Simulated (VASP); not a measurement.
Here is a VASP 6.6.1 calculation.

Contents of INCAR:

```
SYSTEM = SiP7
ALGO     = Normal         ! electronic algorithm
EDIFF    = 1E-6           ! SCF threshold, eV
ENCUT    = 520            ! plane-wave cutoff, eV
GGA      = PE             ! functional
ISIF     = 2              ! what is computed and relaxed
ISMEAR   = 0              ! smearing method
LASPH    = .True.         ! aspherical terms in the spheres
LCHARG   = .False.        ! write CHGCAR
LREAL    = .False.        ! projectors in reciprocal space
LWAVE    = .False.        ! write WAVECAR
NBANDS   = 30             ! bands
NELM     = 100            ! most SCF steps
PREC     = Accurate       ! precision mode
SIGMA    = 0.2            ! smearing width, eV
```

File KPOINTS:

```
k-points
0
Gamma
  6 6 6
  0 0 0
```

File POSCAR:

```
SiP7
1.0
    3.4631987610      1.9994787369      3.1931516725
   -3.4631987610      1.9994787369      3.1931516725
    0.0000000000     -3.9989574738      3.1931516726
Si P
1 7
Direct
    0.0166076828      0.0166076828      0.0166076828
    0.5036277271      0.0077450475      0.5036277271
    0.5510783724      0.5510783724      0.5510783724
    0.0077450475      0.5036277271      0.5036277271
    0.5036277271      0.5036277271      0.0077450475
    0.0570403689      0.5502327052      0.0570403689
    0.5502327052      0.0570403689      0.0570403689
    0.0570403689      0.0570403689      0.5502327052
```

Potentials or basis: VASP PAW PBE potentials, release 64 (Si, P).

Command:

```bash
$ cat potpaw_PBE.64/Si/POTCAR potpaw_PBE.64/P/POTCAR > POTCAR
$ mpirun -np 1 vasp_std > vasp.out
```

Problem. Predict the largest force.

Solution. 0.051 eV/Å.

Problem. Estimate the pressure.

Solution. -0.3 GPa.

Forces on the atoms (eV/Å):
```
Si   0.000  0.000 -0.015
P    0.000  0.000 -0.049
P    0.000  0.000  0.051
P    0.000  0.000 -0.049
P    0.000 -0.001 -0.049
P    0.019 -0.011  0.037
P   -0.019 -0.011  0.037
P    0.000  0.022  0.037
```
